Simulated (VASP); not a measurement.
# Sn (Immm) in VASP: settings compared

The runs below take Sn through single point, with PBEsol, BLYP, LDA.

Everything below comes from runs of VASP 6.6.1. Logs are shortened: lines on timing, memory, paths and dates and some standing lists are left out, and cuts for length are marked.

### 1 The cell of the first run

It takes space group Immm (No. 71, orthorhombic). The conventional cell has a = 3.453 Å, b = 3.551 Å, c = 4.677 Å, α = 90.00°, β = 90.00°, γ = 90.00°. Sn (site symmetry mmm) has 14 Sn at 3.41 to 4.68 Å within 4.7 Å.

### 2 Single point, PBEsol

Contents of INCAR:

```
  ALGO = Normal
  EDIFF = 1E-6
  ENCUT = 500
  GGA = PS
  GGA_COMPAT = False
  ISIF = 2
  ISMEAR = -1
  LASPH = True
  LCHARG = False
  LREAL = False
  LWAVE = False
  NBANDS = 13
  NELM = 120
  PREC = Accurate
  SIGMA = 0.05
```

Contents of KPOINTS:

```
k-points
0
Gamma
  11 11 11
```

Contents of POSCAR:

```
Sn
1.0
   -1.7265400000      1.7755450000      2.3383400000
    1.7265400000     -1.7755450000      2.3383400000
    1.7265400000      1.7755450000     -2.3383400000
Sn
1
Direct
    0.0000000000      0.0000000000      0.0000000000
```

Potentials or basis: VASP PAW PBE potentials, release 64 (Sn_d).

The run is started by

```console
cat potpaw_PBE.64/Sn_d/POTCAR > POTCAR
mpirun -np 1 vasp_std > vasp.out
```

OUTCAR:

```text
EDIFF = 1E-6
   ENCUT = 500
   GGA = PS
   ISIF = 2
   ISMEAR = -1
   LASPH = True
   LREAL = False
   NELM = 120
   PREC = Accurate

 ion  position               nearest neighbor table
   1  0.000  0.000  0.000-

  LATTYP: Found a body centered orthorhombic cell.
 ALAT       =     3.4530800000
 B/A-ratio  =     1.0283833563
 C/A-ratio  =     1.3543503191

  Lattice vectors:

 A1 = (  -1.7265400000,   1.7755450000,   2.3383400000)
 A2 = (   1.7265400000,  -1.7755450000,   2.3383400000)
 A3 = (   1.7265400000,   1.7755450000,  -2.3383400000)

Analysis of symmetry for initial positions (statically):
=====================================================================
 Subroutine PRICEL returns:
 Original cell was already a primitive cell.

 Routine SETGRP: Setting up the symmetry group for a
 body centered orthorhombic supercell.

 Subroutine GETGRP returns: Found  8 space group operations
 (whereof  8 operations were pure point group operations)
 out of a pool of  8 trial point group operations.

The static configuration has the point symmetry D_2h.

Analysis of symmetry for dynamics (positions and initial velocities):
=====================================================================
 Subroutine PRICEL returns:
 Original cell was already a primitive cell.

 Routine SETGRP: Setting up the symmetry group for a
 body centered orthorhombic supercell.

 Subroutine GETGRP returns: Found  8 space group operations
 (whereof  8 operations were pure point group operations)
 out of a pool of  8 trial point group operations.

The dynamic configuration has the point symmetry D_2h.

 Subroutine INISYM returns: Found  8 space group operations
 (whereof  8 operations are pure point group operations),
 and found     1 'primitive' translations

----------------------------------------------------------------------------------------

                                     Primitive cell

  volume of cell :      28.6732

  direct lattice vectors                    reciprocal lattice vectors
    -1.726540000  1.775545000  2.338340000     0.000000000  0.281603677  0.213826903
     1.726540000 -1.775545000  2.338340000     0.289596534  0.000000000  0.213826903
     1.726540000  1.775545000 -2.338340000     0.289596534  0.281603677  0.000000000

  length of vectors
     3.406073160  3.406073160  3.406073160     0.353585315  0.359983468  0.403939084

  position of ions in fractional coordinates (direct lattice)
     0.000000000  0.000000000  0.000000000

  ion indices of the primitive-cell ions
   primitive index   ion index
                 1           1

----------------------------------------------------------------------------------------

 KPOINTS: k-points

Automatic generation of k-mesh.
 Grid dimensions read from file:
 generate k-points for:   11   11   11

 Generating k-lattice:

  Cartesian coordinates                     Fractional coordinates (reciprocal lattice)
     0.000000000  0.025600334  0.019438809     0.090909091  0.000000000  0.000000000
     0.026326958  0.000000000  0.019438809    -0.000000000  0.090909091  0.000000000
     0.026326958  0.025600334  0.000000000    -0.000000000  0.000000000  0.090909091

  Length of vectors
     0.032144120  0.032725770  0.036721735

  Shift w.r.t. Gamma in fractional coordinates (k-lattice)
     0.000000000  0.000000000  0.000000000

 Subroutine IBZKPT returns following result:
 ===========================================

 Found    216 irreducible k-points:

 Following reciprocal coordinates:
            Coordinates               Weight
  0.000000  0.000000  0.000000      1.000000
  0.090909 -0.000000  0.000000      4.000000
  0.181818 -0.000000  0.000000      4.000000
  0.272727  0.000000  0.000000      4.000000
  0.363636 -0.000000  0.000000      4.000000
  0.454545 -0.000000  0.000000      4.000000
[... 16 lines left out ...]
  0.454545  0.181818  0.000000      8.000000
 -0.454545  0.181818 -0.000000      8.000000
 [... further k-points ...]
   k-points           NKPTS =    216   k-points in BZ     NKDIM =    216   number of bands    NBANDS=     13
   number of dos      NEDOS =    301   number of ions     NIONS =      1
   total plane-waves  NPLWV =  21952
   dimension x,y,z NGX =    28 NGY =   28 NGZ =   28
   dimension x,y,z NGXF=    56 NGYF=   56 NGZF=   56
   ions per type =               1
   NGX,Y,Z   is equivalent  to a cutoff of  13.67, 13.67, 13.67 a.u.
   NGXF,Y,Z  is equivalent  to a cutoff of  27.33, 27.33, 27.33 a.u.
 SYSTEM =  unknown system
   PREC   = accura    normal or accurate (medium, high low for compatibility)
   ISTART =      0    job   : 0-new  1-cont  2-samecut
   ICHARG =      2    charge: 1-file 2-atom 10-const
   ISPIN  =      1    spin polarized calculation?
   LNONCOLLINEAR =      F non collinear calculations
   LSORBIT =      F    spin-orbit coupling
   LASPH  =      T    aspherical Exc in radial PAW
   ENCUT  =  500.0 eV  36.75 Ry    6.06 a.u.   6.21  6.21  6.21*2*pi/ulx,y,z
   NELM   =    120;   NELMIN=  2; NELMDL= -5     # of ELM steps
   EDIFF  = 0.1E-05   stopping-criterion for ELM
   LREAL  =      F    real-space projection
   EDIFFG = 0.1E-04   stopping-criterion for IOM
   NSW    =      0    number of steps for IOM
   IBRION =     -1    ionic relax: 0-MD 1-quasi-New 2-CG
   NFREE  =      0    steps in history (QN), initial steepest desc. (CG)
   ISIF   =      2    stress and relaxation
   ISYM   =      2    0-nonsym 1-usesym 2-fastsym
   POTIM  = 0.5000    time-step for ionic-motion
   TEBEG  =    0.0;   TEEND  =   0.0 temperature during run
   PSTRESS=    0.0 pullay stress
   NELECT =      14.0000    total number of electrons
   NUPDOWN=      -1.0000    fix difference up-down
   EMIN   =  10.00;   EMAX   =-10.00  energy-range for DOS
   EFERMI =   0.00;   METHOD = LEGACY
   ISMEAR =    -1;   SIGMA  =   0.05  broadening in eV -4-tet -1-fermi 0-gaus
   EFERMI_NEDOS =   21; number of points for ismear=-14 and -15
   IALGO  =     38    algorithm
   IMIX   =      4    mixing-type and parameters
     AMIX     =   0.40;   BMIX     =  1.00
     AMIX_MAG =   1.60;   BMIX_MAG =  1.00
  volume/ion in A,a.u.               =      28.67       193.50
  Fermi-wavevector in a.u.,A,eV,Ry     =   1.289117  2.436077 22.610454  1.661821
  Thomas-Fermi vector in A             =   2.421029
   LORBIT       =      0    0 simple, 1 ext, 2 COOP (PROOUT), +10 PAW based schemes
   GGA     = PS    functional components
   LHFCALC =     F    Hartree Fock is set to
   AEXX    =    0.0000 exact exchange contribution
   IVDW    =     0    specifies the selected vdW correction
   LEPSILON=     F    determine dielectric tensor
   LRPA    =     F    only Hartree local field effects (RPA)
 non-spin polarized calculation
  energy-cutoff  :      500.00
  volume of cell :       28.67
 maximum number of plane-waves:       744
 NGX is ok and might be reduce to    28
   NGX = 13   NGY = 13   NGZ = 13

 number of electron      13.9999998 magnetization

 Free energy of the ion-electron system (eV)
  ---------------------------------------------------
  ext. energy  EPLUGINS =         0.00000000
  ---------------------------------------------------
  free energy    TOTEN  =        -4.21285848 eV

  energy without entropy =       -4.20934589  energy(sigma->0) =       -4.21110218

 E-fermi :   7.3484     XC(G=0): -10.2530

 val. band max:        7.3378746120   @ k =   0.1818   0.1818   0.1818
 cond. band min:       7.3623244689   @ k =  -0.1818   0.3636  -0.0000
 fundamental gap:      0.0244498569
 Fermi energy:         7.3483981375

 k-point     1 :       0.0000    0.0000    0.0000
  band No.  band energies     occupation
      1     -14.0946      2.00000
      2     -14.0792      2.00000
      3     -14.0604      2.00000
      4     -14.0309      2.00000
      5     -13.9946      2.00000
      6      -3.4225      2.00000
      7      14.3655      0.00000
      8      14.5116      0.00000
      9      14.9130      0.00000
     10      17.9758      0.00000
     11      18.4903      0.00000
     12      18.9894      0.00000
     13      19.1573      0.00000

 k-point     2 :       0.0909   -0.0000    0.0000
  band No.  band energies     occupation
      1     -14.0907      2.00000
      2     -14.0737      2.00000
      3     -14.0591      2.00000
      4     -14.0292      2.00000
      5     -13.9955      2.00000
      6      -3.2630      2.00000
      7      12.8055      0.00000
      8      14.3145      0.00000
      9      14.6078      0.00000
     10      17.3422      0.00000
     11      19.0848      0.00000
     12      19.5592      0.00000
     13      20.5798      0.00000

 k-point     3 :       0.1818   -0.0000    0.0000
  band No.  band energies     occupation
      1     -14.0831      2.00000
      2     -14.0669      2.00000
      3     -14.0561      2.00000
      4     -14.0164      2.00000
      5     -13.9949      2.00000
      6      -2.7848      2.00000
      7      10.0979      0.00000
      8      13.9737      0.00000
      9      14.0034      0.00000
     10      16.9925      0.00000
     11      19.4775      0.00000
     12      19.4860      0.00000
     13      20.3990      0.00000
[... 305 lines left out ...]
 k-point    23 :       0.4545    0.1818    0.0000
  band No.  band energies     occupation
      1     -14.0889      2.00000
      2     -14.0495      2.00000
      3     -14.0312      2.00000
      4     -13.9796      2.00000
      5     -13.9507      2.00000
      6       0.9529      2.00000
      7       3.6411      2.00000
      8       9.2030      0.00000
      9      11.8101      0.00000
     10      15.0155      0.00000
     11      19.7028      0.00000
     12      20.9746      0.00000
     13      22.6430      0.00000

 k-point    24 :      -0.4545    0.1818   -0.0000
  band No.  band energies     occupation
      1     -14.0945      2.00000
      2     -14.0548      2.00000
      3     -14.0270      2.00000
      4     -13.9881      2.00000
      5     -13.9488      2.00000
      6      -0.0434      2.00000
      7       5.0769      2.00000
      8       9.8163      0.00000
      9      11.4979      0.00000
     10      14.7323      0.00000
     11      19.7596      0.00000
     12      20.8061      0.00000
     13      22.1938      0.00000

 [... further k-points ...]

------------------------ aborting loop because EDIFF is reached ----------------------------------------

  FORCE on cell =-STRESS in cart. coord.  units (eV):
  Direction    XX          YY          ZZ          XY          YZ          ZX
  --------------------------------------------------------------------------------------
  -------------------------------------------------------------------------------------
  Total       -0.5375789     -0.8292698     -0.5856098     -0.0000000      0.0000000      0.0000000
  in kB      -30.0383998    -46.3372685    -32.7222340     -0.0000000      0.0000000      0.0000000
  external PRESSURE =     -36.3659674 kB  Pullay stress =       0.0000000 kB

 VOLUME and BASIS-vectors are now :
 -----------------------------------------------------------------------------
  energy-cutoff  :      500.00
  volume of cell :       28.67
      direct lattice vectors                 reciprocal lattice vectors
    -1.726540000  1.775545000  2.338340000     0.000000000  0.281603677  0.213826903
     1.726540000 -1.775545000  2.338340000     0.289596534  0.000000000  0.213826903
     1.726540000  1.775545000 -2.338340000     0.289596534  0.281603677  0.000000000

 POSITION                                       TOTAL-FORCE (eV/Angst)
 -----------------------------------------------------------------------------------
      0.00000      0.00000      0.00000         0.000000      0.000000     -0.000000
 -----------------------------------------------------------------------------------
    total drift:                               -0.000000     -0.000000     -0.000000

  FREE ENERGIE OF THE ION-ELECTRON SYSTEM (eV)
  ---------------------------------------------------
  free  energy   TOTEN  =        -4.2128584759 eV

  energy  without entropy=       -4.2093458903  energy(sigma->0) =       -4.21110218
```

Run time: 24 s. Hardware: 1 thread of Intel Xeon 6975P-C (Granite Rapids), shared host; peak memory 0.2 GiB.

Results:

* Free energy: -4.2129 eV
* Pressure: -3.6 GPa
* Band gap on the k mesh: zero (bands 7 and 8 overlap by 8.79 eV)

Stress tensor (GPa, compression positive):
```
-3.00  0.00  0.00
 0.00 -4.63  0.00
 0.00  0.00 -3.27
```

Caveat: the cell stands under tension; the PAW data sets were made with another functional, which shifts forces and pressure a little; spin-orbit coupling is left out, which moves the levels of the heavy elements.

[end of part 1 of 2]
